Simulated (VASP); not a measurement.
# InSbO2 (I4/mmm) in VASP: single point with PBE

Aim: the single point of InSbO2 with PBE.

Everything below comes from runs of VASP 6.6.1. Logs are shortened: lines on timing, memory, paths and dates and some standing lists are left out, and cuts for length are marked.

## 1. The cell of the first run

It takes space group I4/mmm (No. 139, tetragonal). Conventional cell: a = 5.785 Å, b = 5.785 Å, c = 8.199 Å, α = 90.00°, β = 90.00°, γ = 90.00°. In (site symmetry 4/mmm) has 10 O at 3.27 to 4.17 Å and 6 Sb at 4.09 to 4.10 Å within 4.3 Å. Sb (site symmetry 4/mmm) has 2 O at 0.83 Å within 1.1 Å. O (site symmetry 4mm) has 1 Sb at 0.83 Å within 1.1 Å.

The cell was generated, and may not be a known phase.

## 2. Single point, PBE

Contents of INCAR:

```
SYSTEM = InSbO2
  PREC = Accurate
  ENCUT = 520
  EDIFF = 1E-7
  ISMEAR = 0
  SIGMA = 0.1
  LREAL = .FALSE.
  LASPH = .TRUE.
  NELM = 80
  ALGO = Normal
  ISIF = 2
  LWAVE = .FALSE.
  LCHARG = .TRUE.
  GGA = PE
  LELF = .TRUE.
  LVHAR = .TRUE.
  NBANDS = 23
```

Contents of KPOINTS:

```
Automatic mesh
0
G
  4 4 4
  0 0 0
```

Contents of POSCAR:

```
InSbO2
1.0
   -2.8927325900      2.8927325900      4.0994474900
    2.8927325900     -2.8927325900      4.0994474900
    2.8927325900      2.8927325900     -4.0994474900
In Sb O
1 1 2
Direct
    0.5000000000      0.5000000000      0.0000000000
    0.0000000000      0.0000000000      0.0000000000
    0.1010081100      0.1010081100      0.0000000000
    0.8989918900      0.8989918900      0.0000000000
```

Potentials or basis: VASP PAW PBE potentials, release 64 (In_d, Sb, O).

On the command line:

```console
$ cat potpaw_PBE.64/In_d/POTCAR potpaw_PBE.64/Sb/POTCAR potpaw_PBE.64/O/POTCAR > POTCAR
$ mpirun -np 1 vasp_std > vasp.out
```

OUTCAR:

```text
SYSTEM = InSbO2
   PREC = Accurate
   ENCUT = 520
   EDIFF = 1E-7
   ISMEAR = 0
   LREAL = .FALSE.
   LASPH = .TRUE.
   NELM = 80
   ISIF = 2
   GGA = PE

 ion  position               nearest neighbor table
   1  0.500  0.500  0.000-
   2  0.000  0.000  0.000-   3 0.83   4 0.83
   3  0.101  0.101  0.000-   2 0.83   4 1.66
   4  0.899  0.899  0.000-   2 0.83   3 1.66

 -----------------------------------------------------------------------------
|                                                                             |
|           W    W    AA    RRRRR   N    N  II  N    N   GGGG   !!!           |
|           W    W   A  A   R    R  NN   N  II  NN   N  G    G  !!!           |
|           W    W  A    A  R    R  N N  N  II  N N  N  G       !!!           |
|           W WW W  AAAAAA  RRRRR   N  N N  II  N  N N  G  GGG   !            |
|           WW  WW  A    A  R   R   N   NN  II  N   NN  G    G                |
|           W    W  A    A  R    R  N    N  II  N    N   GGGG   !!!           |
|                                                                             |
|     The distance between some ions is very small. Please check the          |
|     nearest-neighbor list in the OUTCAR file.                               |
|     I HOPE YOU KNOW WHAT YOU ARE DOING!                                     |
|                                                                             |
 -----------------------------------------------------------------------------

  LATTYP: Found a body centered tetragonal cell.
 ALAT       =     5.7854651800
 C/A-ratio  =     1.4171539755

  Lattice vectors:

 A1 = (  -2.8927325900,   2.8927325900,   4.0994474900)
 A2 = (   2.8927325900,  -2.8927325900,   4.0994474900)
 A3 = (   2.8927325900,   2.8927325900,  -4.0994474900)

Analysis of symmetry for initial positions (statically):
=====================================================================
 Subroutine PRICEL returns:
 Original cell was already a primitive cell.

 Routine SETGRP: Setting up the symmetry group for a
 body centered tetragonal supercell.

 Subroutine GETGRP returns: Found 16 space group operations
 (whereof 16 operations were pure point group operations)
 out of a pool of 16 trial point group operations.

The static configuration has the point symmetry D_4h.

Analysis of symmetry for dynamics (positions and initial velocities):
=====================================================================
 Subroutine PRICEL returns:
 Original cell was already a primitive cell.

 Routine SETGRP: Setting up the symmetry group for a
 body centered tetragonal supercell.

 Subroutine GETGRP returns: Found 16 space group operations
 (whereof 16 operations were pure point group operations)
 out of a pool of 16 trial point group operations.

The dynamic configuration has the point symmetry D_4h.

 Subroutine INISYM returns: Found 16 space group operations
 (whereof 16 operations are pure point group operations),
 and found     1 'primitive' translations

----------------------------------------------------------------------------------------

                                     Primitive cell

  volume of cell :     137.2151

  direct lattice vectors                    reciprocal lattice vectors
    -2.892732590  2.892732590  4.099447490     0.000000000  0.172846948  0.121967656
     2.892732590 -2.892732590  4.099447490     0.172846948  0.000000000  0.121967656
     2.892732590  2.892732590 -4.099447490     0.172846948  0.172846948  0.000000000

  length of vectors
     5.791482832  5.791482832  5.791482832     0.211547102  0.211547102  0.244442498

  position of ions in fractional coordinates (direct lattice)
     0.500000000  0.500000000  0.000000000
     0.000000000  0.000000000  0.000000000
     0.101008110  0.101008110  0.000000000
     0.898991890  0.898991890  0.000000000

  ion indices of the primitive-cell ions
   primitive index   ion index
                 1           1
                 2           2
                 3           3
                 4           4

----------------------------------------------------------------------------------------

 KPOINTS: Automatic mesh

Automatic generation of k-mesh.
 Grid dimensions read from file:
 generate k-points for:    4    4    4

 Generating k-lattice:

  Cartesian coordinates                     Fractional coordinates (reciprocal lattice)
     0.000000000  0.043211737  0.030491914     0.250000000  0.000000000  0.000000000
     0.043211737  0.000000000  0.030491914     0.000000000  0.250000000  0.000000000
     0.043211737  0.043211737  0.000000000     0.000000000  0.000000000  0.250000000

  Length of vectors
     0.052886776  0.052886776  0.061110625

  Shift w.r.t. Gamma in fractional coordinates (k-lattice)
     0.000000000  0.000000000  0.000000000

 Subroutine IBZKPT returns following result:
 ===========================================

 Found     13 irreducible k-points:

 Following reciprocal coordinates:
            Coordinates               Weight
  0.000000  0.000000  0.000000      1.000000
  0.250000  0.000000 -0.000000      8.000000
  0.500000  0.000000 -0.000000      4.000000
  0.250000  0.250000 -0.000000      8.000000
  0.500000  0.250000 -0.000000     16.000000
 -0.250000  0.250000  0.000000      4.000000
  0.500000  0.500000 -0.000000      2.000000
  0.250000  0.250000  0.250000      2.000000
 -0.250000  0.250000  0.250000      4.000000
  0.500000  0.500000  0.250000      4.000000
 -0.250000  0.500000  0.250000      8.000000
 -0.250000 -0.250000  0.250000      2.000000
  0.500000  0.500000  0.500000      1.000000
   k-points           NKPTS =     13   k-points in BZ     NKDIM =     13   number of bands    NBANDS=     23
   number of dos      NEDOS =    301   number of ions     NIONS =      4
   total plane-waves  NPLWV = 110592
   dimension x,y,z NGX =    48 NGY =   48 NGZ =   48
   dimension x,y,z NGXF=    96 NGYF=   96 NGZF=   96
   ions per type =               1   1   2
   NGX,Y,Z   is equivalent  to a cutoff of  13.78, 13.78, 13.78 a.u.
   NGXF,Y,Z  is equivalent  to a cutoff of  27.56, 27.56, 27.56 a.u.
 SYSTEM =  InSbO2
   PREC   = accura    normal or accurate (medium, high low for compatibility)
   ISTART =      0    job   : 0-new  1-cont  2-samecut
   ICHARG =      2    charge: 1-file 2-atom 10-const
   ISPIN  =      1    spin polarized calculation?
   LNONCOLLINEAR =      F non collinear calculations
   LSORBIT =      F    spin-orbit coupling
   LASPH  =      T    aspherical Exc in radial PAW
   ENCUT  =  520.0 eV  38.22 Ry    6.18 a.u.  10.77 10.77 10.77*2*pi/ulx,y,z
   NELM   =     80;   NELMIN=  2; NELMDL= -5     # of ELM steps
   EDIFF  = 0.1E-06   stopping-criterion for ELM
   LREAL  =      F    real-space projection
   EDIFFG = 0.1E-05   stopping-criterion for IOM
   NSW    =      0    number of steps for IOM
   IBRION =     -1    ionic relax: 0-MD 1-quasi-New 2-CG
   NFREE  =      0    steps in history (QN), initial steepest desc. (CG)
   ISIF   =      2    stress and relaxation
   ISYM   =      2    0-nonsym 1-usesym 2-fastsym
   POTIM  = 0.5000    time-step for ionic-motion
   TEBEG  =    0.0;   TEEND  =   0.0 temperature during run
   PSTRESS=    0.0 pullay stress
   NELECT =      30.0000    total number of electrons
   NUPDOWN=      -1.0000    fix difference up-down
   EMIN   =  10.00;   EMAX   =-10.00  energy-range for DOS
   EFERMI =   0.00;   METHOD = LEGACY
   ISMEAR =     0;   SIGMA  =   0.10  broadening in eV -4-tet -1-fermi 0-gaus
   EFERMI_NEDOS =   21; number of points for ismear=-14 and -15
   IALGO  =     38    algorithm
   IMIX   =      4    mixing-type and parameters
     AMIX     =   0.40;   BMIX     =  1.00
     AMIX_MAG =   1.60;   BMIX_MAG =  1.00
  volume/ion in A,a.u.               =      34.30       231.49
  Fermi-wavevector in a.u.,A,eV,Ry     =   0.986237  1.863718 13.233889  0.972663
  Thomas-Fermi vector in A             =   2.117603
   LORBIT       =      0    0 simple, 1 ext, 2 COOP (PROOUT), +10 PAW based schemes
   GGA     = PE    functional components
   LHFCALC =     F    Hartree Fock is set to
   AEXX    =    0.0000 exact exchange contribution
   IVDW    =     0    specifies the selected vdW correction
   LEPSILON=     F    determine dielectric tensor
   LRPA    =     F    only Hartree local field effects (RPA)
 non-spin polarized calculation
 Gauss-broadening in eV      SIGMA  =   0.10
  energy-cutoff  :      520.00
  volume of cell :      137.22
 maximum number of plane-waves:      3708
 NGX is ok and might be reduce to    48
   NGX = 21   NGY = 21   NGZ = 21

 number of electron      30.0000002 magnetization

 Free energy of the ion-electron system (eV)
  ---------------------------------------------------
  ext. energy  EPLUGINS =         0.00000000
  ---------------------------------------------------
  free energy    TOTEN  =       198.58534560 eV

  energy without entropy =      198.59396665  energy(sigma->0) =      198.58965613

 E-fermi :   2.0398     XC(G=0):  -6.6638

 val. band max:        1.9649864160   @ k =  -0.2500   0.5000   0.2500
 cond. band min:       2.2140880235   @ k =  -0.2500   0.2500   0.2500
 fundamental gap:      0.2491016074
 Fermi energy:         2.0397548256

 k-point     1 :       0.0000    0.0000    0.0000
  band No.  band energies     occupation
      1     -15.0683      2.00000
      2     -15.0683      2.00000
      3     -13.3074      2.00000
      4     -13.0294      2.00000
      5     -13.0025      2.00000
      6     -13.0025      2.00000
[... 15 lines left out ...]
     22       7.2326      0.00000
     23       7.5646      0.00000

 k-point     2 :       0.2500    0.0000   -0.0000
  band No.  band energies     occupation
      1     -15.0702      2.00000
      2     -15.0694      2.00000
      3     -13.2989      2.00000
      4     -13.0326      2.00000
      5     -13.0021      2.00000
      6     -13.0020      2.00000
[... 15 lines left out ...]
     22       8.0075      0.00000
     23       8.0671      0.00000
[... 258 lines left out ...]
     22       7.6266      0.00000
     23       8.7428      0.00000

 k-point    13 :       0.5000    0.5000    0.5000
  band No.  band energies     occupation
      1     -15.0724      2.00000
      2     -15.0724      2.00000
      3     -13.3016      2.00000
      4     -13.0255      2.00000
      5     -13.0011      2.00000
      6     -13.0011      2.00000
[... 15 lines left out ...]
     22       8.2557      0.00000
     23       9.0418      0.00000

------------------------ aborting loop because EDIFF is reached ----------------------------------------

  FORCE on cell =-STRESS in cart. coord.  units (eV):
  Direction    XX          YY          ZZ          XY          YZ          ZX
  --------------------------------------------------------------------------------------
  -------------------------------------------------------------------------------------
  Total       -3.2809398     -3.2809398    651.7351225      0.0000000      0.0000000      0.0000000
  in kB      -38.3095413    -38.3095413   7609.9151132      0.0000000      0.0000000      0.0000000
  external PRESSURE =    2511.0986769 kB  Pullay stress =       0.0000000 kB

 VOLUME and BASIS-vectors are now :
 -----------------------------------------------------------------------------
  energy-cutoff  :      520.00
  volume of cell :      137.22
      direct lattice vectors                 reciprocal lattice vectors
    -2.892732590  2.892732590  4.099447490     0.000000000  0.172846948  0.121967656
     2.892732590 -2.892732590  4.099447490     0.172846948  0.000000000  0.121967656
     2.892732590  2.892732590 -4.099447490     0.172846948  0.172846948  0.000000000

 POSITION                                       TOTAL-FORCE (eV/Angst)
 -----------------------------------------------------------------------------------
      0.00000      0.00000      4.09945        -0.000000     -0.000000     -0.000000
      0.00000      0.00000      0.00000        -0.000000     -0.000000     -0.000000
      0.00000      0.00000      0.82815         0.000000      0.000000    394.139533
      0.00000      0.00000      7.37074        -0.000000     -0.000000   -394.139533
 -----------------------------------------------------------------------------------
    total drift:                                0.000000     -0.000000      0.000000

  FREE ENERGIE OF THE ION-ELECTRON SYSTEM (eV)
  ---------------------------------------------------
  free  energy   TOTEN  =       198.5853456038 eV

  energy  without entropy=      198.5939666530  energy(sigma->0) =      198.58965613
```

Run time: 96 s. Hardware: 1 thread of AMD EPYC 7R43 (Zen 3), shared host; peak memory 0.28 GiB.

Results:

| Quantity | Value |
| --- | --- |
| Free energy | 198.5853 eV |
| Pressure | 251.1 GPa |
| Largest force | 394.140 eV/Å |
| Band gap on the k mesh | zero (bands 15 and 16 overlap by 1.43 eV) |

Forces in eV/Å, atoms in the order of the input:
```
In     0.000    0.000    0.000
Sb     0.000    0.000    0.000
O      0.000    0.000  394.140
O      0.000    0.000 -394.140
```

Caveat: atoms lie so close that the PAW spheres overlap strongly, which falsifies energies and pressures; the stress differs along the axes, from -4 to 761 GPa; spin-orbit coupling is left out, which moves the levels of the heavy elements; forces of over 1 eV/Å act on the atoms, so gaps and moduli don't describe the material at rest.

The gap in the log of VASP goes by the Fermi energy; the results here count the filled bands.